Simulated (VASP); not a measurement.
A run of VASP 6.6.1:

File INCAR:

```
  ALGO = Normal
  EDIFF = 1E-6
  ENCUT = 500
  GGA = PE
  GGA_COMPAT = F
  ISIF = 2
  ISMEAR = 1
  LASPH = T
  LCHARG = F
  LREAL = F
  LWAVE = F
  NBANDS = 10
  NELM = 120
  PREC = Accurate
  SIGMA = 0.15
```

KPOINTS

```
k-points
0
Gamma
  10 10 10
```

POSCAR

```
Ir
1.0
    0.0000000000      1.8764951499      1.8764951499
    1.8764951499      0.0000000000      1.8764951499
    1.8764951499      1.8764951499      0.0000000000
Ir
1
Direct
    0.0000000000      0.0000000000      0.0000000000
```

Potentials or basis: VASP PAW PBE potentials, release 64 (Ir).

Command:

```bash
$ cat potpaw_PBE.64/Ir/POTCAR > POTCAR
$ mpirun -np 1 vasp_std > vasp.out
```

Hardware: 1 thread of Intel Xeon 8259CL, on a shared host.

Q: Estimate the wall time of this run.

A: Run time: 12 s on 1 thread of Intel Xeon 8259CL, on a shared host, peak memory 0.13 GiB. Counts: scf iterations 11, k points 47.
